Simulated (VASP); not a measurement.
Write the native input for VASP 6.6.1 that does the following.

- Task: single point
- Functional: r2SCAN
- Potentials or basis: VASP PAW PBE potentials, release 64 (Ge_d)
- Cutoff: 520 eV
- k mesh: 12 × 12 × 6
- Occupations: gaussian, width 0.01 eV
- Spin: no spin polarisation
- Dipole correction: no
- Further INCAR settings: ALGO = Normal; EDIFF = 1e-06; NBANDS = 36

The system is Ge.

```xyz
4
Lattice="3.9137 0.0000 0.0000 -1.9569 3.3894 0.0000 0.0000 0.0000 6.4751" Properties=species:S:1:pos:R:3 pbc="T T T"
Ge    1.9569    1.1298    0.4093
Ge    0.0000    2.2596    3.6469
Ge    1.9569    1.1298    2.8282
Ge    0.0000    2.2596    6.0657
```

These files were run (other wordings do the same):

POSCAR

```
Ge
1.0
    3.9137433245      0.0000000000      0.0000000000
   -1.9568716622      3.3894011429      0.0000000000
    0.0000000000      0.0000000000      6.4750715231
Ge
4
Direct
    0.6666666667      0.3333333333      0.0632192497
    0.3333333333      0.6666666667      0.5632192497
    0.6666666667      0.3333333333      0.4367807503
    0.3333333333      0.6666666667      0.9367807503
```

INCAR.step1

```
PREC = Accurate
ENCUT = 520
ISMEAR = 0
SIGMA = 0.01
LREAL = F
LASPH = T
NELM = 80
NBANDS = 36
GGA = PE
ALGO = Normal
EDIFF = 1E-4
LWAVE = T
LCHARG = F
```

INCAR.step2

```
PREC = Accurate
ENCUT = 520
EDIFF = 1E-6
ISMEAR = 0
SIGMA = 0.01
LREAL = F
LASPH = T
NELM = 80
ALGO = Normal
ISIF = 2
LWAVE = F
LCHARG = F
METAGGA = R2SCAN
LMIXTAU = T
NBANDS = 36
ISTART = 1
```

KPOINTS

```
regular mesh
0
Gamma
  12 12 6
```

Potentials or basis: VASP PAW PBE potentials, release 64 (Ge_d).

Run with:

```console
$ cat potpaw_PBE.64/Ge_d/POTCAR > POTCAR
$ cp INCAR.step1 INCAR
$ mpirun -np 1 vasp_std > vasp.out
$ cp INCAR.step2 INCAR
$ mpirun -np 1 vasp_std > vasp.out
```

It gave:

* Pressure: 5.0 GPa
* Largest force: 0.007 eV/Å
* Band gap on the k mesh: 0.25 eV, direct

Caveat: the PAW data sets were made with another functional, which shifts forces and pressure a little.

It took 15 min on 1 thread of Oxide Virtual Turin-like Processor, on a shared host, peak memory 0.28 GiB.
